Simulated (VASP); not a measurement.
# Cd3Pd (I4/mmm) in VASP: single point with LDA

Aim: the single point of Cd3Pd with LDA.

Everything below comes from runs of VASP 6.6.1. Logs are shortened: lines on timing, memory, paths and dates and some standing lists are left out, and cuts for length are marked.

### Step 1. The cell of the first run

The structure is tetragonal, space group I4/mmm (No. 139). Conventional cell: a = 4.041 Å, b = 4.041 Å, c = 8.487 Å, α = 90.00°, β = 90.00°, γ = 90.00°. Cd (site symmetry -4m2) has 8 Cd at 2.86 to 2.93 Å and 4 Pd at 2.93 Å within 3.8 Å. Within 3.8 Å of Cd (site symmetry 4/mmm) lie 4 Pd at 2.86 Å and 8 Cd at 2.93 Å. Pd (site symmetry 4/mmm) has 12 Cd at 2.86 to 2.93 Å within 3.8 Å.

### Step 2. Single point, LDA

Contents of INCAR:

```
PREC = Accurate
ENCUT = 630
EDIFF = 1E-6
ISMEAR = -1
SIGMA = 0.1
LREAL = False
LASPH = True
NELM = 120
ALGO = Normal
ISIF = 2
LWAVE = False
LCHARG = False
NBANDS = 47
GGA_COMPAT = False
```

Contents of KPOINTS:

```
regular mesh
0
Gamma
  12 12 12
```

Contents of POSCAR:

```
Cd3Pd
1.0
   -2.0207095196      2.0207095196      4.2435444107
    2.0207095196     -2.0207095196      4.2435444107
    2.0207095196      2.0207095196     -4.2435444107
Cd Pd
3 1
Direct
    0.7500000000      0.2500000000      0.5000000000
    0.2500000000      0.7500000000      0.5000000000
    0.5000000000      0.5000000000      0.0000000000
    0.0000000000      0.0000000000      0.0000000000
```

Potentials or basis: VASP PAW LDA potentials, release 64 (Cd_sv_GW, Pd_sv_GW).

Launch:

```bash
$ cat potpaw_LDA.64/Cd_sv_GW/POTCAR potpaw_LDA.64/Pd_sv_GW/POTCAR > POTCAR
$ mpirun -np 1 vasp_std > vasp.out
```

OUTCAR:

```text
PREC = Accurate
   ENCUT = 630
   EDIFF = 1E-6
   ISMEAR = -1
   LREAL = False
   LASPH = True
   NELM = 120
   ISIF = 2

 ion  position               nearest neighbor table
   1  0.750  0.250  0.500-
   2  0.250  0.750  0.500-
   3  0.500  0.500  0.000-
   4  0.000  0.000  0.000-

  LATTYP: Found a body centered tetragonal cell.
 ALAT       =     4.0414190392
 C/A-ratio  =     2.1000269309

  Lattice vectors:

 A1 = (  -2.0207095196,   2.0207095196,   4.2435444107)
 A2 = (   2.0207095196,  -2.0207095196,   4.2435444107)
 A3 = (   2.0207095196,   2.0207095196,  -4.2435444107)

Analysis of symmetry for initial positions (statically):
=====================================================================
 Subroutine PRICEL returns:
 Original cell was already a primitive cell.

 Routine SETGRP: Setting up the symmetry group for a
 body centered tetragonal supercell.

 Subroutine GETGRP returns: Found 16 space group operations
 (whereof 16 operations were pure point group operations)
 out of a pool of 16 trial point group operations.

The static configuration has the point symmetry D_4h.

Analysis of symmetry for dynamics (positions and initial velocities):
=====================================================================
 Subroutine PRICEL returns:
 Original cell was already a primitive cell.

 Routine SETGRP: Setting up the symmetry group for a
 body centered tetragonal supercell.

 Subroutine GETGRP returns: Found 16 space group operations
 (whereof 16 operations were pure point group operations)
 out of a pool of 16 trial point group operations.

The dynamic configuration has the point symmetry D_4h.

 Subroutine INISYM returns: Found 16 space group operations
 (whereof 16 operations are pure point group operations),
 and found     1 'primitive' translations

----------------------------------------------------------------------------------------

                                     Primitive cell

  volume of cell :      69.3101

  direct lattice vectors                    reciprocal lattice vectors
[... 71 lines left out ...]
 -0.416667  0.166667  0.000000     16.000000
 [... further k-points ...]
   k-points           NKPTS =    163   k-points in BZ     NKDIM =    163   number of bands    NBANDS=     47
   number of dos      NEDOS =    301   number of ions     NIONS =      4
   total plane-waves  NPLWV =  74088
   dimension x,y,z NGX =    42 NGY =   42 NGZ =   42
   dimension x,y,z NGXF=    84 NGYF=   84 NGZF=   84
   ions per type =               3   1
   NGX,Y,Z   is equivalent  to a cutoff of  13.65, 13.65, 13.65 a.u.
   NGXF,Y,Z  is equivalent  to a cutoff of  27.30, 27.30, 27.30 a.u.
 SYSTEM =  unknown system
   PREC   = accura    normal or accurate (medium, high low for compatibility)
   ISTART =      0    job   : 0-new  1-cont  2-samecut
   ICHARG =      2    charge: 1-file 2-atom 10-const
   ISPIN  =      1    spin polarized calculation?
   LNONCOLLINEAR =      F non collinear calculations
   LSORBIT =      F    spin-orbit coupling
   LASPH  =      T    aspherical Exc in radial PAW
   ENCUT  =  630.0 eV  46.30 Ry    6.80 a.u.  10.47 10.47 10.47*2*pi/ulx,y,z
   NELM   =    120;   NELMIN=  2; NELMDL= -5     # of ELM steps
   EDIFF  = 0.1E-05   stopping-criterion for ELM
   LREAL  =      F    real-space projection
[... 7 lines left out ...]
   TEBEG  =    0.0;   TEEND  =   0.0 temperature during run
   PSTRESS=    0.0 pullay stress
   NELECT =      78.0000    total number of electrons
   NUPDOWN=      -1.0000    fix difference up-down
   EMIN   =  10.00;   EMAX   =-10.00  energy-range for DOS
   EFERMI =   0.00;   METHOD = LEGACY
   ISMEAR =    -1;   SIGMA  =   0.10  broadening in eV -4-tet -1-fermi 0-gaus
   EFERMI_NEDOS =   21; number of points for ismear=-14 and -15
   IALGO  =     38    algorithm
   IMIX   =      4    mixing-type and parameters
     AMIX     =   0.40;   BMIX     =  1.00
     AMIX_MAG =   1.60;   BMIX_MAG =  1.00
  volume/ion in A,a.u.               =      17.33       116.93
  Fermi-wavevector in a.u.,A,eV,Ry     =   1.702841  3.217904 39.452388  2.899669
  Thomas-Fermi vector in A             =   2.782537
   LORBIT       =      0    0 simple, 1 ext, 2 COOP (PROOUT), +10 PAW based schemes
   GGA     = CA    functional components
   LHFCALC =     F    Hartree Fock is set to
   AEXX    =    0.0000 exact exchange contribution
   IVDW    =     0    specifies the selected vdW correction
   LEPSILON=     F    determine dielectric tensor
   LRPA    =     F    only Hartree local field effects (RPA)
 non-spin polarized calculation
  energy-cutoff  :      630.00
  volume of cell :       69.31
 maximum number of plane-waves:      2525
 NGX is ok and might be reduce to    42
   NGX = 21   NGY = 21   NGZ = 21

 number of electron      77.9999990 magnetization

 Free energy of the ion-electron system (eV)
  ---------------------------------------------------
  ext. energy  EPLUGINS =         0.00000000
  ---------------------------------------------------
  free energy    TOTEN  =       -10.69458991 eV

  energy without entropy =      -10.65558188  energy(sigma->0) =      -10.67508590

 E-fermi :   7.9732     XC(G=0): -12.9444

 val. band max:        7.9471023618   @ k =  -0.0833   0.1667   0.0833
 cond. band min:       7.9909758782   @ k =  -0.3333  -0.4167   0.1667
 fundamental gap:      0.0438735164
 Fermi energy:         7.9731605314

 k-point     1 :       0.0000    0.0000    0.0000
  band No.  band energies     occupation
      1     -94.4444      2.00000
      2     -94.4360      2.00000
      3     -94.3585      2.00000
      4     -75.9237      2.00000
      5     -55.8559      2.00000
      6     -55.8559      2.00000
[... 1189 lines left out ...]
     46      17.3216      0.00000
     47      17.6697      0.00000

 [... further k-points ...]
[... 5 lines left out ...]
  --------------------------------------------------------------------------------------
  -------------------------------------------------------------------------------------
  Total       -0.0008226     -0.0008226     -0.0214096      0.0000000      0.0000000      0.0000000
  in kB       -0.0190147     -0.0190147     -0.4949065      0.0000000      0.0000000      0.0000000
  external PRESSURE =      -0.1776453 kB  Pullay stress =       0.0000000 kB

 VOLUME and BASIS-vectors are now :
 -----------------------------------------------------------------------------
  energy-cutoff  :      630.00
  volume of cell :       69.31
      direct lattice vectors                 reciprocal lattice vectors
    -2.020709520  2.020709520  4.243544411     0.000000000  0.247437841  0.117826032
     2.020709520 -2.020709520  4.243544411     0.247437841  0.000000000  0.117826032
     2.020709520  2.020709520 -4.243544411     0.247437841  0.247437841  0.000000000

 POSITION                                       TOTAL-FORCE (eV/Angst)
 -----------------------------------------------------------------------------------
      0.00000      2.02071      2.12177         0.000000      0.000000      0.000000
      2.02071      0.00000      2.12177        -0.000000      0.000000     -0.000000
      0.00000      0.00000      4.24354         0.000000     -0.000000      0.000000
      0.00000      0.00000      0.00000         0.000000     -0.000000      0.000000
 -----------------------------------------------------------------------------------
    total drift:                               -0.000000     -0.000000      0.000000

  FREE ENERGIE OF THE ION-ELECTRON SYSTEM (eV)
  ---------------------------------------------------
  free  energy   TOTEN  =       -10.6945899082 eV

  energy  without entropy=      -10.6555818850  energy(sigma->0) =      -10.67508590
```

stdout:

```text
POSCAR found type information on POSCAR CdPd
 POSCAR found :  2 types and       4 ions
 scaLAPACK will be used
 LDA part: xc-table for (Slater(with rela. corr.)+CA(PZ))
 , standard interpolation
 POSCAR, INCAR and KPOINTS ok, starting setup
 FFT: planning ... GRIDC
 FFT: planning ... GRID_SOFT
 FFT: planning ... GRID
 WAVECAR not read
 entering main loop
```

Run time: 16 min. Hardware: 1 thread of Intel Xeon Platinum 8488C (Sapphire Rapids), shared host; peak memory 0.78 GiB.

Results:

| Item | Value |
| --- | --- |
| Free energy | -10.6946 eV |
| Pressure | 0.0 GPa |
| Band gap on the k mesh | zero (bands 39 and 40 overlap by 4.75 eV) |

The gap in the log of VASP goes by the Fermi energy; the results here count the filled bands.